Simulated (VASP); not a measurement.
# I (C2/m) in VASP: notebook

I is run at these levels: LDA, PBE; tasks: single point.

Program: VASP 6.6.1. These are calculated values, not measurements. Logs are shortened: lines on timing, memory, paths and dates and some standing lists are left out, and cuts for length are marked.

**1. The cell of the first run**

It takes space group C2/m (No. 12, monoclinic). Conventional cell: a = 5.077 Å, b = 7.413 Å, c = 2.880 Å, α = 90.00°, β = 124.24°, γ = 90.00°. Within 3.8 Å of I (site symmetry 2/m) lie 2 I at 2.88 Å.

**2. Single point, LDA**

Contents of INCAR:

```
SYSTEM = I
PREC = Accurate ; ENCUT = 520
EDIFF = 1E-6 ; ISMEAR = 0
SIGMA = 0.1 ; LREAL = .False.
LASPH = .True. ; NELM = 80
ALGO = Normal ; ISIF = 2
LWAVE = .False. ; LCHARG = .False.
NBANDS = 10
```

Contents of KPOINTS:

```
Automatic mesh
0
Gamma
  4 4 6
  0 0 0
```

Contents of POSCAR:

```
I
1.0
    2.5383465792     -3.7066249365      0.0000000000
    2.5383465792      3.7066249365      0.0000000000
   -1.6208748370      0.0000000000      2.3810977968
I
1
Direct
    0.5000000000      0.5000000000      0.5000000000
```

Potentials or basis: VASP PAW LDA potentials, release 64 (I).

Run with:

```
> cat potpaw_LDA.64/I/POTCAR > POTCAR
> mpirun -np 1 vasp_std > vasp.out
```

OUTCAR:

```text
SYSTEM = I
   PREC = Accurate
   ENCUT = 520
   EDIFF = 1E-6
   ISMEAR = 0
   LREAL = .False.
   LASPH = .True.
   NELM = 80
   ISIF = 2

 ion  position               nearest neighbor table
   1  0.500  0.500  0.500-

  LATTYP: Found a base centered monoclinic cell.
 ALAT       =     5.0766931584
 B/A-ratio  =     1.4602517114
 C/A-ratio  =     0.5673826054
 COS(beta)  =    -0.5627202553

  Lattice vectors:

 A1 = (   2.5383465792,  -3.7066249365,   0.0000000000)
 A2 = (   2.5383465792,   3.7066249365,   0.0000000000)
 A3 = (  -1.6208748370,   0.0000000000,   2.3810977968)

Analysis of symmetry for initial positions (statically):
=====================================================================
 Subroutine PRICEL returns:
 Original cell was already a primitive cell.

 Routine SETGRP: Setting up the symmetry group for a
 base centered monoclinic supercell.

 Subroutine GETGRP returns: Found  4 space group operations
 (whereof  4 operations were pure point group operations)
 out of a pool of  4 trial point group operations.

The static configuration has the point symmetry C_2h.

Analysis of symmetry for dynamics (positions and initial velocities):
=====================================================================
 Subroutine PRICEL returns:
 Original cell was already a primitive cell.

 Routine SETGRP: Setting up the symmetry group for a
 base centered monoclinic supercell.

 Subroutine GETGRP returns: Found  4 space group operations
 (whereof  4 operations were pure point group operations)
 out of a pool of  4 trial point group operations.

The dynamic configuration has the point symmetry C_2h.

 Subroutine INISYM returns: Found  4 space group operations
 (whereof  4 operations are pure point group operations),
 and found     1 'primitive' translations

----------------------------------------------------------------------------------------

                                     Primitive cell

  volume of cell :      44.8061

  direct lattice vectors                    reciprocal lattice vectors
     2.538346579 -3.706624936  0.000000000     0.196978618 -0.134893605  0.134088438
     2.538346579  3.706624936  0.000000000     0.196978618  0.134893605  0.134088438
    -1.620874837  0.000000000  2.381097797     0.000000000  0.000000000  0.419974350

  length of vectors
     4.492468339  4.492468339  2.880427391     0.273818498  0.273818498  0.419974350

  position of ions in fractional coordinates (direct lattice)
     0.500000000  0.500000000  0.500000000

  ion indices of the primitive-cell ions
   primitive index   ion index
                 1           1

----------------------------------------------------------------------------------------

 KPOINTS: Automatic mesh

Automatic generation of k-mesh.
 Grid dimensions read from file:
 generate k-points for:    4    4    6

 Generating k-lattice:

  Cartesian coordinates                     Fractional coordinates (reciprocal lattice)
     0.049244654 -0.033723401  0.033522110     0.250000000 -0.000000000  0.000000000
     0.049244654  0.033723401  0.033522110    -0.000000000  0.250000000  0.000000000
     0.000000000  0.000000000  0.069995725     0.000000000  0.000000000  0.166666667

  Length of vectors
     0.068454624  0.068454624  0.069995725

  Shift w.r.t. Gamma in fractional coordinates (k-lattice)
     0.000000000  0.000000000  0.000000000

 Subroutine IBZKPT returns following result:
 ===========================================

 Found     34 irreducible k-points:

 Following reciprocal coordinates:
            Coordinates               Weight
  0.000000  0.000000  0.000000      1.000000
  0.250000  0.000000 -0.000000      4.000000
  0.500000  0.000000 -0.000000      2.000000
  0.250000  0.250000 -0.000000      2.000000
  0.500000  0.250000 -0.000000      4.000000
 -0.250000  0.250000  0.000000      2.000000
[... 16 lines left out ...]
  0.500000  0.250000  0.333333      4.000000
 -0.250000  0.250000  0.333333      4.000000
 [... further k-points ...]
   k-points           NKPTS =     34   k-points in BZ     NKDIM =     34   number of bands    NBANDS=     10
   number of dos      NEDOS =    301   number of ions     NIONS =      1
   total plane-waves  NPLWV =  31104
   dimension x,y,z NGX =    36 NGY =   36 NGZ =   24
   dimension x,y,z NGXF=    72 NGYF=   72 NGZF=   48
   ions per type =               1
   NGX,Y,Z   is equivalent  to a cutoff of  13.32, 13.32, 13.85 a.u.
   NGXF,Y,Z  is equivalent  to a cutoff of  26.64, 26.64, 27.70 a.u.
 SYSTEM =  I
   PREC   = accura    normal or accurate (medium, high low for compatibility)
   ISTART =      0    job   : 0-new  1-cont  2-samecut
   ICHARG =      2    charge: 1-file 2-atom 10-const
   ISPIN  =      1    spin polarized calculation?
   LNONCOLLINEAR =      F non collinear calculations
   LSORBIT =      F    spin-orbit coupling
   LASPH  =      T    aspherical Exc in radial PAW
   ENCUT  =  520.0 eV  38.22 Ry    6.18 a.u.   8.35  8.35  5.36*2*pi/ulx,y,z
   NELM   =     80;   NELMIN=  2; NELMDL= -5     # of ELM steps
   EDIFF  = 0.1E-05   stopping-criterion for ELM
   LREAL  =      F    real-space projection
   EDIFFG = 0.1E-04   stopping-criterion for IOM
   NSW    =      0    number of steps for IOM
   IBRION =     -1    ionic relax: 0-MD 1-quasi-New 2-CG
   NFREE  =      0    steps in history (QN), initial steepest desc. (CG)
   ISIF   =      2    stress and relaxation
   ISYM   =      2    0-nonsym 1-usesym 2-fastsym
   POTIM  = 0.5000    time-step for ionic-motion
   TEBEG  =    0.0;   TEEND  =   0.0 temperature during run
   PSTRESS=    0.0 pullay stress
   NELECT =       7.0000    total number of electrons
   NUPDOWN=      -1.0000    fix difference up-down
   EMIN   =  10.00;   EMAX   =-10.00  energy-range for DOS
   EFERMI =   0.00;   METHOD = LEGACY
   ISMEAR =     0;   SIGMA  =   0.10  broadening in eV -4-tet -1-fermi 0-gaus
   EFERMI_NEDOS =   21; number of points for ismear=-14 and -15
   IALGO  =     38    algorithm
   IMIX   =      4    mixing-type and parameters
     AMIX     =   0.40;   BMIX     =  1.00
     AMIX_MAG =   1.60;   BMIX_MAG =  1.00
  volume/ion in A,a.u.               =      44.81       302.37
  Fermi-wavevector in a.u.,A,eV,Ry     =   0.881716  1.666201 10.577477  0.777423
  Thomas-Fermi vector in A             =   2.002249
   LORBIT       =      0    0 simple, 1 ext, 2 COOP (PROOUT), +10 PAW based schemes
   GGA     = CA    functional components
   LHFCALC =     F    Hartree Fock is set to
   AEXX    =    0.0000 exact exchange contribution
   IVDW    =     0    specifies the selected vdW correction
   LEPSILON=     F    determine dielectric tensor
   LRPA    =     F    only Hartree local field effects (RPA)
 non-spin polarized calculation
 Gauss-broadening in eV      SIGMA  =   0.10
  energy-cutoff  :      520.00
  volume of cell :       44.81
 maximum number of plane-waves:      1223
 NGX is ok and might be reduce to    36
   NGX = 17   NGY = 17   NGZ = 11

 number of electron       7.0000000 magnetization

 Free energy of the ion-electron system (eV)
  ---------------------------------------------------
  ext. energy  EPLUGINS =         0.00000000
  ---------------------------------------------------
  free energy    TOTEN  =        -1.79735540 eV

  energy without entropy =       -1.79117622  energy(sigma->0) =       -1.79426581

 E-fermi :   2.3797     XC(G=0):  -8.1440

 val. band max:        1.8235642486   @ k =   0.0000   0.0000   0.5000
 cond. band min:       2.3928088515   @ k =   0.2500   0.2500   0.5000
 fundamental gap:      0.5692446029
 Fermi energy:         2.3797320024

 k-point     1 :       0.0000    0.0000    0.0000
  band No.  band energies     occupation
      1     -11.6808      2.00000
      2       0.4256      2.00000
      3       0.4770      2.00000
      4       5.8025      0.00000
      5       6.0277      0.00000
      6       9.7312      0.00000
      7      10.0178      0.00000
      8      12.4290      0.00000
      9      12.6417      0.00000
     10      17.6180      0.00000

 k-point     2 :       0.2500    0.0000   -0.0000
  band No.  band energies     occupation
      1     -11.5451      2.00000
      2      -0.7515      2.00000
      3       0.1753      2.00000
      4       5.8096      0.00000
      5       7.2951      0.00000
      6       9.2850      0.00000
      7      11.3045      0.00000
      8      12.6407      0.00000
      9      16.0456      0.00000
     10      17.9864      0.00000

 k-point     3 :       0.5000    0.0000   -0.0000
  band No.  band energies     occupation
      1     -11.3997      2.00000
      2      -1.6431      2.00000
      3      -0.0576      2.00000
      4       5.8172      0.00000
      5       6.8713      0.00000
      6      12.3204      0.00000
      7      12.3635      0.00000
      8      14.7163      0.00000
      9      15.6034      0.00000
     10      16.6111      0.00000

 k-point     4 :       0.2500    0.2500   -0.0000
  band No.  band energies     occupation
      1     -11.4003      2.00000
      2      -1.3615      2.00000
      3      -0.5125      2.00000
      4       5.8170      0.00000
      5       8.6564      0.00000
      6       9.3724      0.00000
      7      12.4971      0.00000
      8      14.5199      0.00000
      9      15.8531      0.00000
     10      18.1018      0.00000

 k-point     5 :       0.5000    0.2500   -0.0000
  band No.  band energies     occupation
      1     -11.4130      2.00000
      2      -1.2696      2.00000
      3      -0.5598      2.00000
      4       5.7130      0.00000
      5       8.8012      0.00000
      6       9.4264      0.00000
      7      12.1203      0.00000
      8      14.3572      0.00000
      9      15.5155      0.00000
     10      18.7128      0.00000

 k-point     6 :      -0.2500    0.2500    0.0000
  band No.  band energies     occupation
      1     -11.5568      2.00000
      2      -0.7420      2.00000
      3       0.2450      2.00000
      4       5.7059      0.00000
      5       7.2806      0.00000
      6       9.2429      0.00000
      7      11.4448      0.00000
      8      12.3213      0.00000
      9      15.7351      0.00000
     10      18.5568      0.00000
[... 183 lines left out ...]
 k-point    21 :      -0.2500    0.0000    0.3333
  band No.  band energies     occupation
      1      -9.9215      2.00000
      2      -1.6055      2.00000
      3       1.3508      2.00000
      4       1.7226      2.00000
      5       8.2324      0.00000
      6       9.7108      0.00000
      7      10.8640      0.00000
      8      11.2585      0.00000
      9      12.4280      0.00000
     10      15.1379      0.00000

 k-point    22 :       0.2500    0.2500    0.3333
  band No.  band energies     occupation
      1      -9.7260      2.00000
      2      -1.7480      2.00000
      3       0.2410      2.00000
      4       1.1117      2.00000
      5       9.3795      0.00000
      6      10.2195      0.00000
      7      11.2260      0.00000
      8      14.1950      0.00000
      9      14.5589      0.00000
     10      15.6149      0.00000

 k-point    23 :       0.5000    0.2500    0.3333
  band No.  band energies     occupation
      1      -9.7753      2.00000
      2      -1.7576      2.00000
      3       0.3319      2.00000
      4       1.4737      2.00000
      5       9.1136      0.00000
      6       9.8458      0.00000
      7      11.4243      0.00000
      8      13.1468      0.00000
      9      15.0097      0.00000
     10      15.4052      0.00000

 k-point    24 :      -0.2500    0.2500    0.3333
  band No.  band energies     occupation
      1      -9.7450      2.00000
      2      -1.5717      2.00000
      3       0.2878      2.00000
      4       1.2820      2.00000
      5       8.8943      0.00000
      6       9.2399      0.00000
      7      10.2990      0.00000
      8      13.1512      0.00000
      9      14.8816      0.00000
     10      15.6306      0.00000

 [... further k-points ...]
[... 5 lines left out ...]
  --------------------------------------------------------------------------------------
  -------------------------------------------------------------------------------------
  Total       -0.3764036     -0.3046268     -0.5208731      0.0000000      0.0000000      0.1783813
  in kB      -13.4594568    -10.8928599    -18.6254059      0.0000000      0.0000000      6.3785673
  external PRESSURE =     -14.3259075 kB  Pullay stress =       0.0000000 kB

 VOLUME and BASIS-vectors are now :
 -----------------------------------------------------------------------------
  energy-cutoff  :      520.00
  volume of cell :       44.81
      direct lattice vectors                 reciprocal lattice vectors
     2.538346579 -3.706624936  0.000000000     0.196978618 -0.134893605  0.134088438
     2.538346579  3.706624936  0.000000000     0.196978618  0.134893605  0.134088438
    -1.620874837  0.000000000  2.381097797     0.000000000  0.000000000  0.419974350

 POSITION                                       TOTAL-FORCE (eV/Angst)
 -----------------------------------------------------------------------------------
      1.72791      0.00000      1.19055        -0.000000      0.000000      0.000000
 -----------------------------------------------------------------------------------
    total drift:                                0.000000      0.000000      0.000000

  FREE ENERGIE OF THE ION-ELECTRON SYSTEM (eV)
  ---------------------------------------------------
  free  energy   TOTEN  =        -1.7973554002 eV

  energy  without entropy=       -1.7911762177  energy(sigma->0) =       -1.79426581
```

Run time: 4.6 s. Hardware: 1 thread of Intel Xeon 6975P-C (Granite Rapids), shared host; peak memory 0.15 GiB.

What came out:

```
Free energy : -1.7974 eV
Pressure    : -1.4 GPa
```

Stress tensor (GPa, compression positive):
```
-1.35  0.00  0.64
 0.00 -1.09  0.00
 0.64  0.00 -1.86
```

Levels at points of the mesh, in eV from the Fermi level:
```csv
k point,band 1,band 2,band 3,band 4,band 5,band 6,band 7,band 8
"(0.00, 0.00, 0.00)",-14.06,-1.95,-1.90,3.42,3.65,7.35,7.64,10.05
"(0.50, 0.00, 0.00)",-13.78,-4.02,-2.44,3.44,4.49,9.94,9.98,12.34
"(0.50, 0.50, 0.00)",-13.80,-3.98,-2.34,3.23,4.55,9.41,9.83,12.28
"(0.00, 0.00, 0.50)",-11.04,-6.01,-1.30,-0.56,4.58,5.70,11.07,11.10
"(0.50, 0.00, 0.50)",-11.19,-6.17,-0.73,0.01,5.26,7.55,8.95,9.27
"(0.50, 0.50, 0.50)",-11.03,-6.01,-1.31,-0.58,4.58,5.65,11.09,11.15
```

Caveat: the k points lie up to 0.44 Å⁻¹ apart; spin-orbit coupling is left out, which moves the levels of the heavy elements; an odd number of electrons without spin polarisation forces a metal; a magnetic or distorted state may lie lower.

**3. Single point, PBE**

Contents of INCAR:

```
SYSTEM = I
ALGO = Normal
EDIFF = 1E-7
ENCUT = 520
GGA = PE
ISIF = 2
ISMEAR = 0
ISYM = 0
LASPH = .TRUE.
LCHARG = .TRUE.
LELF = .TRUE.
LREAL = .FALSE.
LVHAR = .TRUE.
LWAVE = .FALSE.
NBANDS = 10
NELM = 60
PREC = Accurate
SIGMA = 0.1
```

Contents of KPOINTS:

```
k-points
0
G
  5 3 7
  0 0 0
```

POSCAR is that of step 2.

Potentials or basis: VASP PAW PBE potentials, release 64 (I).

Run with:

```
> cat potpaw_PBE.64/I/POTCAR > POTCAR
> mpirun -np 1 vasp_std > vasp.out
```

Run time: 9 s. Hardware: 1 thread of Intel Xeon 6975P-C (Granite Rapids), shared host; peak memory 0.18 GiB.

The run converged. Its results:

```yaml
Free_energy: -1.4869 eV
Pressure: 0.9 GPa
```

Stress tensor (GPa, compression positive):
```
 0.63  0.06 -0.99
 0.06  0.84 -0.05
-0.99 -0.05  1.19
```

Levels at points of the mesh, in eV from the Fermi level:
| k point | band 1 | band 2 | band 3 | band 4 | band 5 | band 6 |
| --- | --- | --- | --- | --- | --- | --- |
| (0.00, 0.00, 0.00) | -13.57 | -1.55 | -1.55 | 3.99 | 4.35 | 7.84 |

Caveat: the k points lie up to 0.57 Å⁻¹ apart; spin-orbit coupling is left out, which moves the levels of the heavy elements; an odd number of electrons without spin polarisation forces a metal; a magnetic or distorted state may lie lower.

**4. Single point, PBE**

Contents of INCAR:

```
SYSTEM = I
  PREC = Accurate
  ENCUT = 500
  EDIFF = 1E-6
  ISMEAR = 1
  SIGMA = 0.035
  LREAL = .FALSE.
  LASPH = .TRUE.
  NELM = 120
  ALGO = Normal
  ISIF = 2
  LWAVE = .FALSE.
  LCHARG = .TRUE.
  GGA = PE
  LELF = .TRUE.
  LVHAR = .TRUE.
  NBANDS = 10
  GGA_COMPAT = .FALSE.
```

Contents of KPOINTS:

```
regular mesh
0
G
  4 4 6
  0 0 0
```

POSCAR is that of step 3.

Run with:

```
> cat potpaw_PBE.64/I/POTCAR > POTCAR
> mpirun -np 1 vasp_std > vasp.out
```

Run time: 20 s. Hardware: 1 thread of Intel Xeon 8259CL, shared host; peak memory 0.18 GiB.

The run converged. Its results:

```
Free energy : -1.3369 eV
Pressure    : 0.9 GPa
```

Stress tensor (GPa, compression positive):
```
1.18 0.00 0.79
0.00 0.78 0.00
0.79 0.00 0.59
```

Levels at points of the mesh, in eV from the Fermi level:
```
           k point  band 1  band 2  band 3  band 4  band 5  band 6  band 7  band 8
(0.00, 0.00, 0.00)  -14.06   -2.03   -1.94    3.45    3.93    7.46    7.73   10.20
(0.50, 0.00, 0.00)  -13.78   -3.99   -2.48    3.47    4.70    9.86   10.24   12.26
(0.50, 0.50, 0.00)  -13.81   -3.97   -2.37    3.27    4.77    9.32   10.11   12.20
(0.00, 0.00, 0.50)  -11.02   -6.05   -1.31   -0.61    4.73    5.79   11.09   11.34
(0.50, 0.00, 0.50)  -11.17   -6.20   -0.78   -0.02    5.38    7.54    9.08    9.58
(0.50, 0.50, 0.50)  -11.02   -6.05   -1.31   -0.63    4.72    5.74   11.13   11.36
```

Caveat: the k points lie up to 0.44 Å⁻¹ apart; spin-orbit coupling is left out, which moves the levels of the heavy elements; an odd number of electrons without spin polarisation forces a metal; a magnetic or distorted state may lie lower.

**5. Single point, PBE**

Contents of INCAR:

```
SYSTEM = I
PREC     = Accurate       ! precision mode
ENCUT    = 500            ! plane-wave cutoff, eV
EDIFF    = 1E-6           ! SCF threshold, eV
ISMEAR   = 0              ! smearing method
SIGMA    = 0.1            ! smearing width, eV
LREAL    = .FALSE.        ! projectors in reciprocal space
LASPH    = .TRUE.         ! aspherical terms in the spheres
NELM     = 120            ! most SCF steps
ALGO     = Normal         ! electronic algorithm
ISIF     = 2              ! what is computed and relaxed
LWAVE    = .FALSE.        ! write WAVECAR
LCHARG   = .FALSE.        ! write CHGCAR
GGA      = PE             ! functional
NELECT   = 6.0          
NBANDS   = 10             ! bands
GGA_COMPAT= .FALSE.
```

Contents of KPOINTS:

```
Automatic mesh
0
G
  4 4 6
  0 0 0
```

POSCAR, as its differences from that of step 4:

```diff
@@ -8,2 +8,2 @@
 Direct
-    0.5000000000      0.5000000000      0.5000000000
+    1.1800000000      0.5770000000      1.3250000000
```

Run with:

```
> cat potpaw_PBE.64/I/POTCAR > POTCAR
> mpirun -np 1 vasp_std > vasp.out
```

Wall time 20 s (1 thread of Intel Xeon 8259CL, shared host); peak memory 0.17 GiB.

It converged, with:

| Item | Value |
| --- | --- |
| Free energy | -2.9434 eV |

Levels at points of the mesh, in eV from the Fermi level:
```
           k point  band 1  band 2  band 3  band 4  band 5  band 6
(0.00, 0.00, 0.00)  -13.15   -0.94   -0.87    4.36    6.26    9.46
(0.50, 0.00, 0.00)  -12.93   -2.55   -1.32    4.37    7.02   11.04
(0.50, 0.50, 0.00)  -12.95   -2.52   -1.22    4.21    7.02   10.62
(0.00, 0.00, 0.50)  -10.33   -4.83   -0.15    0.45    6.80    7.75
(0.50, 0.00, 0.50)  -10.45   -4.95    0.31    0.91    7.40    9.23
(0.50, 0.50, 0.50)  -10.32   -4.83   -0.16    0.43    6.80    7.71
```

Caveat: the k points lie up to 0.44 Å⁻¹ apart; the cell carries a net charge on a neutralising background, which shifts energy and pressure; the cell is charged against a uniform background, so pressure and absolute levels hang on convention; spin-orbit coupling is left out, which moves the levels of the heavy elements.

(Continued in part 2 of 2.)
